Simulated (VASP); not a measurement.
# S (P3_221) in VASP: single point with LDA

Aim: the single point of S with LDA.

All numbers are computed with VASP 6.6.1; they aren't measurements. Logs are shortened: lines on timing, memory, paths and dates and some standing lists are left out, and cuts for length are marked.

**1. The cell of the first run**

The structure is trigonal, space group P3_221 (No. 154). Conventional cell: a = 7.156 Å, b = 7.156 Å, c = 4.342 Å, α = 90.00°, β = 90.00°, γ = 120.00°. Within 2.8 Å of S (site symmetry 1) lie 2 S at 2.09 Å. Within 2.8 Å of S (site symmetry 2) lie 2 S at 2.12 Å.

**2. Single point, LDA**

File INCAR:

```
SYSTEM = S
  PREC = Accurate
  ENCUT = 520
  EDIFF = 1E-6
  ISMEAR = -1
  SIGMA = 0.1
  LREAL = .FALSE.
  LASPH = .TRUE.
  NELM = 80
  ALGO = Normal
  ISIF = 2
  LWAVE = .FALSE.
  LCHARG = .TRUE.
  GGA = CA
  LELF = .TRUE.
  LVHAR = .TRUE.
  NBANDS = 37
```

File KPOINTS:

```
Automatic mesh
0
G
  3 3 4
  0 0 0
```

File POSCAR:

```
S
1.0
    7.1555720700      0.0000000000      0.0000000000
   -3.5777860400      6.1969068900      0.0000000000
    0.0000000000      0.0000000000      4.3423544300
S
9
Direct
    0.7727000000      0.3067000000      0.6105000000
    0.6933000000      0.4660000000      0.2771700000
    0.5340000000      0.2273000000      0.9438300000
    0.3067000000      0.7727000000      0.3895000000
    0.4660000000      0.6933000000      0.7228300000
    0.2273000000      0.5340000000      0.0561700000
    0.8755000000      0.0000000000      0.1666700000
    0.0000000000      0.8755000000      0.8333400000
    0.1245000000      0.1245000000      0.5000000000
```

Potentials or basis: VASP PAW LDA potentials, release 64 (S).

Run with:

```
$ cat potpaw_LDA.64/S/POTCAR > POTCAR
$ mpirun -np 1 vasp_std > vasp.out
```

OUTCAR:

```text
SYSTEM = S
   PREC = Accurate
   ENCUT = 520
   EDIFF = 1E-6
   ISMEAR = -1
   LREAL = .FALSE.
   LASPH = .TRUE.
   NELM = 80
   ISIF = 2
   GGA = CA

 ion  position               nearest neighbor table
   1  0.773  0.307  0.611-   2 2.09   3 2.09
   2  0.693  0.466  0.277-   1 2.09   3 2.09
   3  0.534  0.227  0.944-   1 2.09   2 2.09
   4  0.307  0.773  0.389-   6 2.09   5 2.09
   5  0.466  0.693  0.723-   4 2.09   6 2.09
   6  0.227  0.534  0.056-   4 2.09   5 2.09
   7  0.876  0.000  0.167-   9 2.12   8 2.12
   8  0.000  0.876  0.833-   7 2.12   9 2.12
   9  0.124  0.124  0.500-   7 2.12   8 2.12

  LATTYP: Found a hexagonal cell.
 ALAT       =     7.1555720700
 C/A-ratio  =     0.6068493738

  Lattice vectors:

 A1 = (   7.1555720700,   0.0000000000,   0.0000000000)
 A2 = (  -3.5777860400,   6.1969068900,   0.0000000000)
 A3 = (   0.0000000000,   0.0000000000,   4.3423544300)

Analysis of symmetry for initial positions (statically):
=====================================================================
 Subroutine PRICEL returns:
 Original cell was already a primitive cell.

 Routine SETGRP: Setting up the symmetry group for a
 hexagonal supercell.

 Subroutine GETGRP returns: Found  1 space group operations
 (whereof  1 operations were pure point group operations)
 out of a pool of 24 trial point group operations.

The static configuration has the point symmetry C_1 .

Analysis of symmetry for dynamics (positions and initial velocities):
=====================================================================
 Subroutine PRICEL returns:
 Original cell was already a primitive cell.

 Routine SETGRP: Setting up the symmetry group for a
 hexagonal supercell.

 Subroutine GETGRP returns: Found  1 space group operations
 (whereof  1 operations were pure point group operations)
 out of a pool of 24 trial point group operations.

The dynamic configuration has the point symmetry C_1 .

 Subroutine INISYM returns: Found  1 space group operations
 (whereof  1 operations are pure point group operations),
 and found     1 'primitive' translations

----------------------------------------------------------------------------------------

                                     Primitive cell

  volume of cell :     192.5505

  direct lattice vectors                    reciprocal lattice vectors
     7.155572070  0.000000000  0.000000000     0.139751230  0.080685414  0.000000000
    -3.577786040  6.196906890  0.000000000     0.000000000  0.161370829  0.000000000
     0.000000000  0.000000000  4.342354430     0.000000000  0.000000000  0.230289815

  length of vectors
     7.155572070  7.155571812  4.342354430     0.161370823  0.161370829  0.230289815

  position of ions in fractional coordinates (direct lattice)
     0.772700000  0.306700000  0.610500000
     0.693300000  0.466000000  0.277170000
     0.534000000  0.227300000  0.943830000
     0.306700000  0.772700000  0.389500000
     0.466000000  0.693300000  0.722830000
     0.227300000  0.534000000  0.056170000
     0.875500000  0.000000000  0.166670000
     0.000000000  0.875500000  0.833340000
     0.124500000  0.124500000  0.500000000

  ion indices of the primitive-cell ions
   primitive index   ion index
                 1           1
                 2           2
                 3           3
                 4           4
                 5           5
                 6           6
                 7           7
                 8           8
                 9           9

----------------------------------------------------------------------------------------

 KPOINTS: Automatic mesh

Automatic generation of k-mesh.
 Grid dimensions read from file:
 generate k-points for:    3    3    4

 Generating k-lattice:

  Cartesian coordinates                     Fractional coordinates (reciprocal lattice)
     0.046583743  0.026895138  0.000000000     0.333333333  0.000000000  0.000000000
     0.000000000  0.053790276  0.000000000     0.000000000  0.333333333  0.000000000
     0.000000000  0.000000000  0.057572454     0.000000000  0.000000000  0.250000000

  Length of vectors
     0.053790274  0.053790276  0.057572454

  Shift w.r.t. Gamma in fractional coordinates (k-lattice)
     0.000000000  0.000000000  0.000000000

 Subroutine IBZKPT returns following result:
 ===========================================

 Found     19 irreducible k-points:

 Following reciprocal coordinates:
            Coordinates               Weight
  0.000000  0.000000  0.000000      1.000000
  0.333333  0.000000  0.000000      2.000000
  0.000000  0.333333  0.000000      2.000000
 -0.333333  0.333333  0.000000      2.000000
  0.333333  0.333333  0.000000      2.000000
  0.000000  0.000000  0.250000      2.000000
[... 11 lines left out ...]
 -0.333333  0.333333  0.500000      2.000000
  0.333333  0.333333  0.500000      2.000000
   k-points           NKPTS =     19   k-points in BZ     NKDIM =     19   number of bands    NBANDS=     37
   number of dos      NEDOS =    301   number of ions     NIONS =      9
   total plane-waves  NPLWV =  93312
   dimension x,y,z NGX =    54 NGY =   54 NGZ =   32
   dimension x,y,z NGXF=   108 NGYF=  108 NGZF=   64
   ions per type =               9
   NGX,Y,Z   is equivalent  to a cutoff of  12.55, 12.55, 12.25 a.u.
   NGXF,Y,Z  is equivalent  to a cutoff of  25.09, 25.09, 24.50 a.u.
 SYSTEM =  S
   PREC   = accura    normal or accurate (medium, high low for compatibility)
   ISTART =      0    job   : 0-new  1-cont  2-samecut
   ICHARG =      2    charge: 1-file 2-atom 10-const
   ISPIN  =      1    spin polarized calculation?
   LNONCOLLINEAR =      F non collinear calculations
   LSORBIT =      F    spin-orbit coupling
   LASPH  =      T    aspherical Exc in radial PAW
   ENCUT  =  520.0 eV  38.22 Ry    6.18 a.u.  13.30 13.30  8.07*2*pi/ulx,y,z
   NELM   =     80;   NELMIN=  2; NELMDL= -5     # of ELM steps
   EDIFF  = 0.1E-05   stopping-criterion for ELM
   LREAL  =      F    real-space projection
   EDIFFG = 0.1E-04   stopping-criterion for IOM
   NSW    =      0    number of steps for IOM
   IBRION =     -1    ionic relax: 0-MD 1-quasi-New 2-CG
   NFREE  =      0    steps in history (QN), initial steepest desc. (CG)
   ISIF   =      2    stress and relaxation
   ISYM   =      2    0-nonsym 1-usesym 2-fastsym
   POTIM  = 0.5000    time-step for ionic-motion
   TEBEG  =    0.0;   TEEND  =   0.0 temperature during run
   PSTRESS=    0.0 pullay stress
   NELECT =      54.0000    total number of electrons
   NUPDOWN=      -1.0000    fix difference up-down
   EMIN   =  10.00;   EMAX   =-10.00  energy-range for DOS
   EFERMI =   0.00;   METHOD = LEGACY
   ISMEAR =    -1;   SIGMA  =   0.10  broadening in eV -4-tet -1-fermi 0-gaus
   EFERMI_NEDOS =   21; number of points for ismear=-14 and -15
   IALGO  =     38    algorithm
   IMIX   =      4    mixing-type and parameters
     AMIX     =   0.40;   BMIX     =  1.00
     AMIX_MAG =   1.60;   BMIX_MAG =  1.00
  volume/ion in A,a.u.               =      21.39       144.38
  Fermi-wavevector in a.u.,A,eV,Ry     =   1.071580  2.024992 15.623345  1.148283
  Thomas-Fermi vector in A             =   2.207324
   LORBIT       =      0    0 simple, 1 ext, 2 COOP (PROOUT), +10 PAW based schemes
   GGA     = CA    functional components
   LHFCALC =     F    Hartree Fock is set to
   AEXX    =    0.0000 exact exchange contribution
   IVDW    =     0    specifies the selected vdW correction
   LEPSILON=     F    determine dielectric tensor
   LRPA    =     F    only Hartree local field effects (RPA)
 non-spin polarized calculation
  energy-cutoff  :      520.00
  volume of cell :      192.55
 maximum number of plane-waves:      5204
 NGX is ok and might be reduce to    54
   NGX = 27   NGY = 27   NGZ = 17

 number of electron      53.9999998 magnetization

 Free energy of the ion-electron system (eV)
  ---------------------------------------------------
  ext. energy  EPLUGINS =         0.00000000
  ---------------------------------------------------
  free energy    TOTEN  =       -41.66912043 eV

  energy without entropy =      -41.66890532  energy(sigma->0) =      -41.66901287

 E-fermi :   4.4446     XC(G=0):  -9.6286

 val. band max:        3.5632976887   @ k =   0.0000   0.0000   0.2500
 cond. band min:       5.2591045087   @ k =  -0.3333   0.3333   0.5000
 fundamental gap:      1.6958068200
 Fermi energy:         4.4446037040

 k-point     1 :       0.0000    0.0000    0.0000
  band No.  band energies     occupation
      1     -12.9292      2.00000
      2     -12.4626      2.00000
      3     -12.3351      2.00000
      4      -7.9972      2.00000
      5      -7.9971      2.00000
      6      -7.8078      2.00000
[... 29 lines left out ...]
     36       7.6129      0.00000
     37       9.8144      0.00000

 k-point     2 :       0.3333    0.0000    0.0000
  band No.  band energies     occupation
      1     -12.7964      2.00000
      2     -12.5454      2.00000
      3     -12.4192      2.00000
      4      -8.1364      2.00000
      5      -7.9794      2.00000
      6      -7.6834      2.00000
[... 29 lines left out ...]
     36       7.8882      0.00000
     37       9.7610      0.00000

 k-point     3 :       0.0000    0.3333    0.0000
  band No.  band energies     occupation
      1     -12.7964      2.00000
      2     -12.5454      2.00000
      3     -12.4192      2.00000
      4      -8.1363      2.00000
      5      -7.9794      2.00000
      6      -7.6834      2.00000
[... 29 lines left out ...]
     36       7.8882      0.00000
     37       9.7610      0.00000
[... 561 lines left out ...]
 k-point    18 :      -0.3333    0.3333    0.5000
  band No.  band energies     occupation
      1     -11.3320      2.00000
      2     -11.3202      2.00000
      3     -11.1422      2.00000
      4     -11.0990      2.00000
      5     -11.0397      2.00000
      6     -10.9885      2.00000
[... 29 lines left out ...]
     36       7.3192      0.00000
     37      10.7479      0.00000

 k-point    19 :       0.3333    0.3333    0.5000
  band No.  band energies     occupation
      1     -11.2260      2.00000
      2     -11.2155      2.00000
      3     -11.2154      2.00000
      4     -11.1455      2.00000
      5     -11.0691      2.00000
      6     -11.0689      2.00000
[... 29 lines left out ...]
     36       7.1836      0.00000
     37      10.8897      0.00000

------------------------ aborting loop because EDIFF is reached ----------------------------------------

  FORCE on cell =-STRESS in cart. coord.  units (eV):
  Direction    XX          YY          ZZ          XY          YZ          ZX
  --------------------------------------------------------------------------------------
  -------------------------------------------------------------------------------------
  Total       -3.2698047     -3.2699889     -4.5751120     -0.0001197      0.0002434      0.0000851
  in kB      -27.2074469    -27.2089804    -38.0686705     -0.0009962      0.0020254      0.0007079
  external PRESSURE =     -30.8283659 kB  Pullay stress =       0.0000000 kB

 VOLUME and BASIS-vectors are now :
 -----------------------------------------------------------------------------
  energy-cutoff  :      520.00
  volume of cell :      192.55
      direct lattice vectors                 reciprocal lattice vectors
     7.155572070  0.000000000  0.000000000     0.139751230  0.080685414  0.000000000
    -3.577786040  6.196906890  0.000000000     0.000000000  0.161370829  0.000000000
     0.000000000  0.000000000  4.342354430     0.000000000  0.000000000  0.230289815

 POSITION                                       TOTAL-FORCE (eV/Angst)
 -----------------------------------------------------------------------------------
      4.43180      1.90059      2.65101        -0.734467      0.112282     -0.042777
      3.29371      2.88776      1.20357         0.270009     -0.692318     -0.043149
      3.00784      1.40856      4.09844         0.464495      0.580034     -0.042533
     -0.56994      4.78835      1.69135         0.464463     -0.579931      0.042781
      0.85402      4.29632      3.13878        -0.734565     -0.112323      0.043153
     -0.28408      3.30915      0.24391         0.270078      0.692274      0.042533
      6.26470      0.00000      0.72374         0.816803     -0.000009     -0.000107
     -3.13235      5.42539      3.61866        -0.408413      0.707398     -0.000092
      0.44543      0.77151      2.17118        -0.408401     -0.707407      0.000191
 -----------------------------------------------------------------------------------
    total drift:                                0.000078      0.000142     -0.000002

  FREE ENERGIE OF THE ION-ELECTRON SYSTEM (eV)
  ---------------------------------------------------
  free  energy   TOTEN  =       -41.6691204287 eV

  energy  without entropy=      -41.6689053200  energy(sigma->0) =      -41.66901287
```

Run time: 80 s. Hardware: 1 thread of AMD EPYC 7R43 (Zen 3), shared host; peak memory 0.23 GiB.

What came out:

```
Free energy            : -41.6691 eV
Pressure               : -3.1 GPa
Largest force          : 0.817 eV/Å
Band gap on the k mesh : 1.70 eV (least direct gap 1.74 eV)
```

Forces on the atoms (eV/Å):
```
S   -0.734  0.112 -0.043
S    0.270 -0.692 -0.043
S    0.464  0.580 -0.043
S    0.464 -0.580  0.043
S   -0.735 -0.112  0.043
S    0.270  0.692  0.043
S    0.817  0.000  0.000
S   -0.408  0.707  0.000
S   -0.408 -0.707  0.000
```

Levels at points of the mesh, in eV from the valence-band top:
```tsv
k point	band 23	band 24	band 25	band 26	band 27	band 28	band 29	band 30	band 31	band 32
(0.00, 0.00, 0.00)	-1.92	-1.92	-1.01	-0.93	-0.18	2.94	3.09	3.09	3.30	3.39
(0.00, 0.00, 0.50)	-0.70	-0.65	-0.52	-0.11	-0.11	2.08	2.11	2.11	2.24	2.28
```

Caveat: the cell stands under tension; an odd mesh through Γ misses points on the zone boundary, where band edges can lie.
